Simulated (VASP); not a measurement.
# Cu (Fd-3m) in VASP: notebook

The runs below take Cu through single point, relaxation of cell and atoms, with RPBE.

Program: VASP 6.6.1. These are calculated values, not measurements. Logs are shortened: lines on timing, memory, paths and dates and some standing lists are left out, and cuts for length are marked.

## 1. The cell of the first run

It takes space group Fd-3m (No. 227, cubic). Conventional cell: a = 5.517 Å, b = 5.517 Å, c = 5.517 Å, α = 90.00°, β = 90.00°, γ = 90.00°. Cu (site symmetry -43m) has 4 Cu at 2.39 Å within 3.2 Å.

## 2. Single point, RPBE (volume scaled by 1.04)

The input, INCAR:

```
SYSTEM = Cu
  PREC = Accurate
  ENCUT = 520
  EDIFF = 1E-6
  ISMEAR = -1
  SIGMA = 0.1
  LREAL = .FALSE.
  LASPH = .TRUE.
  NELM = 100
  ALGO = Normal
  ISIF = 2
  LWAVE = .FALSE.
  LCHARG = .FALSE.
  GGA = RP
  NBANDS = 18
```

The input, KPOINTS:

```
Automatic mesh
0
G
  11 11 11
  0 0 0
```

The input, POSCAR:

```
Cu
1.0
    0.0000000000      2.7583306034      2.7583306034
    2.7583306034      0.0000000000      2.7583306034
    2.7583306034      2.7583306034      0.0000000000
Cu
2
Direct
    0.1250000000      0.1250000000      0.1250000000
    0.8750000000      0.8750000000      0.8750000000
```

Potentials or basis: VASP PAW PBE potentials, release 64 (Cu).

Run with:

```bash
cat potpaw_PBE.64/Cu/POTCAR > POTCAR
mpirun -np 1 vasp_std > vasp.out
```

OUTCAR:

```text
SYSTEM = Cu
   PREC = Accurate
   ENCUT = 520
   EDIFF = 1E-6
   ISMEAR = -1
   LREAL = .FALSE.
   LASPH = .TRUE.
   NELM = 100
   ISIF = 2
   GGA = RP

 ion  position               nearest neighbor table
   1  0.125  0.125  0.125-   2 2.39   2 2.39   2 2.39   2 2.39
   2  0.875  0.875  0.875-   1 2.39   1 2.39   1 2.39   1 2.39

  LATTYP: Found a face centered cubic cell.
 ALAT       =     5.5166612068

  Lattice vectors:

 A1 = (   0.0000000000,   2.7583306034,   2.7583306034)
 A2 = (   2.7583306034,   0.0000000000,   2.7583306034)
 A3 = (   2.7583306034,   2.7583306034,   0.0000000000)

Analysis of symmetry for initial positions (statically):
=====================================================================
 Subroutine PRICEL returns:
 Original cell was already a primitive cell.

 Routine SETGRP: Setting up the symmetry group for a
 face centered cubic supercell.

 Subroutine GETGRP returns: Found 48 space group operations
 (whereof 12 operations were pure point group operations)
 out of a pool of 48 trial point group operations.

The static configuration has the point symmetry D_3d.
 The point group associated with its full space group is O_h .

Analysis of symmetry for dynamics (positions and initial velocities):
=====================================================================
 Subroutine PRICEL returns:
 Original cell was already a primitive cell.

 Routine SETGRP: Setting up the symmetry group for a
 face centered cubic supercell.

 Subroutine GETGRP returns: Found 48 space group operations
 (whereof 12 operations were pure point group operations)
 out of a pool of 48 trial point group operations.

The dynamic configuration has the point symmetry D_3d.
 The point group associated with its full space group is O_h .

 Subroutine INISYM returns: Found 48 space group operations
 (whereof 12 operations are pure point group operations),
 and found     1 'primitive' translations

----------------------------------------------------------------------------------------

                                     Primitive cell

  volume of cell :      41.9729

  direct lattice vectors                    reciprocal lattice vectors
     0.000000000  2.758330603  2.758330603    -0.181269062  0.181269062  0.181269062
     2.758330603  0.000000000  2.758330603     0.181269062 -0.181269062  0.181269062
     2.758330603  2.758330603  0.000000000     0.181269062  0.181269062 -0.181269062

  length of vectors
     3.900868549  3.900868549  3.900868549     0.313967224  0.313967224  0.313967224

  position of ions in fractional coordinates (direct lattice)
     0.125000000  0.125000000  0.125000000
     0.875000000  0.875000000  0.875000000

  ion indices of the primitive-cell ions
   primitive index   ion index
                 1           1
                 2           2

----------------------------------------------------------------------------------------

 KPOINTS: Automatic mesh

Automatic generation of k-mesh.
 Grid dimensions read from file:
 generate k-points for:   11   11   11

 Generating k-lattice:

  Cartesian coordinates                     Fractional coordinates (reciprocal lattice)
    -0.016479006  0.016479006  0.016479006     0.090909091  0.000000000  0.000000000
     0.016479006 -0.016479006  0.016479006     0.000000000  0.090909091  0.000000000
     0.016479006  0.016479006 -0.016479006     0.000000000  0.000000000  0.090909091

  Length of vectors
     0.028542475  0.028542475  0.028542475

  Shift w.r.t. Gamma in fractional coordinates (k-lattice)
     0.000000000  0.000000000  0.000000000

 Subroutine IBZKPT returns following result:
 ===========================================

 Found     56 irreducible k-points:

 Following reciprocal coordinates:
            Coordinates               Weight
  0.000000  0.000000  0.000000      1.000000
  0.090909  0.000000  0.000000      8.000000
  0.181818  0.000000  0.000000      8.000000
  0.272727  0.000000  0.000000      8.000000
  0.363636  0.000000  0.000000      8.000000
  0.454545  0.000000  0.000000      8.000000
[... 16 lines left out ...]
 -0.272727  0.181818  0.000000     24.000000
 -0.181818  0.181818  0.000000     12.000000
 [... further k-points ...]
   k-points           NKPTS =     56   k-points in BZ     NKDIM =     56   number of bands    NBANDS=     18
   number of dos      NEDOS =    301   number of ions     NIONS =      2
   total plane-waves  NPLWV =  27000
   dimension x,y,z NGX =    30 NGY =   30 NGZ =   30
   dimension x,y,z NGXF=    60 NGYF=   60 NGZF=   60
   ions per type =               2
   NGX,Y,Z   is equivalent  to a cutoff of  12.79, 12.79, 12.79 a.u.
   NGXF,Y,Z  is equivalent  to a cutoff of  25.57, 25.57, 25.57 a.u.
 SYSTEM =  Cu
   PREC   = accura    normal or accurate (medium, high low for compatibility)
   ISTART =      0    job   : 0-new  1-cont  2-samecut
   ICHARG =      2    charge: 1-file 2-atom 10-const
   ISPIN  =      1    spin polarized calculation?
   LNONCOLLINEAR =      F non collinear calculations
   LSORBIT =      F    spin-orbit coupling
   LASPH  =      T    aspherical Exc in radial PAW
   ENCUT  =  520.0 eV  38.22 Ry    6.18 a.u.   7.25  7.25  7.25*2*pi/ulx,y,z
   NELM   =    100;   NELMIN=  2; NELMDL= -5     # of ELM steps
   EDIFF  = 0.1E-05   stopping-criterion for ELM
   LREAL  =      F    real-space projection
   EDIFFG = 0.1E-04   stopping-criterion for IOM
   NSW    =      0    number of steps for IOM
   IBRION =     -1    ionic relax: 0-MD 1-quasi-New 2-CG
   NFREE  =      0    steps in history (QN), initial steepest desc. (CG)
   ISIF   =      2    stress and relaxation
   ISYM   =      2    0-nonsym 1-usesym 2-fastsym
   POTIM  = 0.5000    time-step for ionic-motion
   TEBEG  =    0.0;   TEEND  =   0.0 temperature during run
   PSTRESS=    0.0 pullay stress
   NELECT =      22.0000    total number of electrons
   NUPDOWN=      -1.0000    fix difference up-down
   EMIN   =  10.00;   EMAX   =-10.00  energy-range for DOS
   EFERMI =   0.00;   METHOD = LEGACY
   ISMEAR =    -1;   SIGMA  =   0.10  broadening in eV -4-tet -1-fermi 0-gaus
   EFERMI_NEDOS =   21; number of points for ismear=-14 and -15
   IALGO  =     38    algorithm
   IMIX   =      4    mixing-type and parameters
     AMIX     =   0.40;   BMIX     =  1.00
     AMIX_MAG =   1.60;   BMIX_MAG =  1.00
  volume/ion in A,a.u.               =      20.99       141.62
  Fermi-wavevector in a.u.,A,eV,Ry     =   1.319956  2.494355 23.705206  1.742283
  Thomas-Fermi vector in A             =   2.449817
   LORBIT       =      0    0 simple, 1 ext, 2 COOP (PROOUT), +10 PAW based schemes
   GGA     = RP    functional components
   LHFCALC =     F    Hartree Fock is set to
   AEXX    =    0.0000 exact exchange contribution
   IVDW    =     0    specifies the selected vdW correction
   LEPSILON=     F    determine dielectric tensor
   LRPA    =     F    only Hartree local field effects (RPA)
 non-spin polarized calculation
  energy-cutoff  :      520.00
  volume of cell :       41.97
 maximum number of plane-waves:      1143
 NGX is ok and might be reduce to    30
   NGX = 15   NGY = 15   NGZ = 15

 number of electron      22.0000025 magnetization

 Free energy of the ion-electron system (eV)
  ---------------------------------------------------
  ext. energy  EPLUGINS =         0.00000000
  ---------------------------------------------------
  free energy    TOTEN  =        -4.61539608 eV

  energy without entropy =       -4.58836928  energy(sigma->0) =       -4.60188268

 E-fermi :   2.2868     XC(G=0):  -9.2680

 val. band max:        2.2792499142   @ k =  -0.3636   0.3636   0.0000
 cond. band min:       2.3291317715   @ k =  -0.3636   0.2727   0.0909
 fundamental gap:      0.0498818573
 Fermi energy:         2.2868343375

 k-point     1 :       0.0000    0.0000    0.0000
  band No.  band energies     occupation
      1      -3.5022      2.00000
      2      -0.3980      2.00000
      3      -0.3980      2.00000
      4      -0.3980      2.00000
      5      -0.3711      2.00000
      6      -0.3711      2.00000
[... 10 lines left out ...]
     17      12.4000      0.00000
     18      14.2259      0.00000

 k-point     2 :       0.0909    0.0000    0.0000
  band No.  band energies     occupation
      1      -3.3818      2.00000
      2      -0.4544      2.00000
      3      -0.4544      2.00000
      4      -0.3960      2.00000
      5      -0.2965      2.00000
      6      -0.2965      2.00000
[... 10 lines left out ...]
     17      12.9888      0.00000
     18      14.7041      0.00000

 k-point     3 :       0.1818    0.0000    0.0000
  band No.  band energies     occupation
      1      -3.0286      2.00000
      2      -0.4902      2.00000
      3      -0.4902      2.00000
      4      -0.3871      2.00000
      5      -0.2193      2.00000
      6      -0.2193      2.00000
[... 10 lines left out ...]
     17      13.6450      0.00000
     18      15.0085      0.00000

 k-point     4 :       0.2727    0.0000    0.0000
  band No.  band energies     occupation
      1      -2.4748      2.00000
      2      -0.4893      2.00000
      3      -0.4893      2.00000
      4      -0.3673      2.00000
      5      -0.1861      2.00000
      6      -0.1861      2.00000
[... 375 lines left out ...]
      4      -0.3233      2.00000
      5      -0.2656      2.00000
      6      -0.0245      2.00000
[... 10 lines left out ...]
     17      14.5554      0.00000
     18      17.2129      0.00000

 k-point    23 :      -0.2727    0.1818    0.0000
  band No.  band energies     occupation
      1      -1.6835      2.00000
      2      -0.5450      2.00000
      3      -0.4547      2.00000
      4      -0.3503      2.00000
      5      -0.2641      2.00000
      6      -0.0039      2.00000
[... 10 lines left out ...]
     17      14.4627      0.00000
     18      16.0119      0.00000

 k-point    24 :      -0.1818    0.1818    0.0000
  band No.  band energies     occupation
      1      -2.2868      2.00000
      2      -0.5659      2.00000
      3      -0.4084      2.00000
      4      -0.4058      2.00000
      5      -0.2351      2.00000
      6      -0.0509      2.00000
[... 10 lines left out ...]
     17      14.4482      0.00000
     18      14.5845      0.00000

 [... further k-points ...]

------------------------ aborting loop because EDIFF is reached ----------------------------------------

  FORCE on cell =-STRESS in cart. coord.  units (eV):
  Direction    XX          YY          ZZ          XY          YZ          ZX
  --------------------------------------------------------------------------------------
  -------------------------------------------------------------------------------------
  Total       -0.3869686     -0.3869686     -0.3869686     -0.0000000      0.0000000      0.0000000
  in kB      -14.7712526    -14.7712526    -14.7712526     -0.0000000      0.0000000      0.0000000
  external PRESSURE =     -14.7712526 kB  Pullay stress =       0.0000000 kB

 VOLUME and BASIS-vectors are now :
 -----------------------------------------------------------------------------
  energy-cutoff  :      520.00
  volume of cell :       41.97
      direct lattice vectors                 reciprocal lattice vectors
     0.000000000  2.758330603  2.758330603    -0.181269062  0.181269062  0.181269062
     2.758330603  0.000000000  2.758330603     0.181269062 -0.181269062  0.181269062
     2.758330603  2.758330603  0.000000000     0.181269062  0.181269062 -0.181269062

 POSITION                                       TOTAL-FORCE (eV/Angst)
 -----------------------------------------------------------------------------------
      0.68958      0.68958      0.68958         0.000000      0.000000      0.000000
      4.82708      4.82708      4.82708        -0.000000     -0.000000     -0.000000
 -----------------------------------------------------------------------------------
    total drift:                               -0.000000      0.000000      0.000000

  FREE ENERGIE OF THE ION-ELECTRON SYSTEM (eV)
  ---------------------------------------------------
  free  energy   TOTEN  =        -4.6153960756 eV

  energy  without entropy=       -4.5883692808  energy(sigma->0) =       -4.60188268
```

It took 41 s on 1 thread of Intel Xeon 6975P-C, shared host; peak memory 0.18 GiB.

What came out:

| Property | Result |
| --- | --- |
| Free energy | -4.6154 eV |
| Pressure | -1.5 GPa |
| Band gap on the k mesh | zero (band 11 reaches 2.59 eV, above the bottom of band 12 at 1.93 eV) |

Caveat: the PAW data sets were made with another functional, which shifts forces and pressure a little.

[end of part 1 of 2]
